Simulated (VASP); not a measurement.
KCl:

```
K Cl
1.0
     3.77081    0.00000    0.00000
     0.00000    3.77081    0.00000
     0.00000    0.00000    3.77081
K Cl
1 1
Cartesian
  0.0000 0.0000 0.0000
  1.8854 1.8854 1.8854
```

Base run:

| Item | Value |
| --- | --- |
| Program | VASP 6.6.1 |
| Functional | PBE0 |
| Potentials or basis | VASP PAW PBE potentials, release 64 (K_sv, Cl) |
| Cutoff | 520 eV |
| k mesh | 4 × 4 × 4 |
| Occupations | gaussian, width 0.01 eV |
| Spin | no spin polarisation |

Its results: band gap on the k mesh 7.11 eV (least direct gap 7.34 eV); pressure 0.6 GPa.

Task: The run is repeated on the same cell with these changes: functional from PBE0 to HSE06. What comes out?

Result: Band gap on the k mesh 6.37 eV (least direct gap 6.60 eV); pressure 0.7 GPa.

Caveats: the PAW data sets were made with another functional, which shifts forces and pressure a little.

A k mesh can miss the band edges.
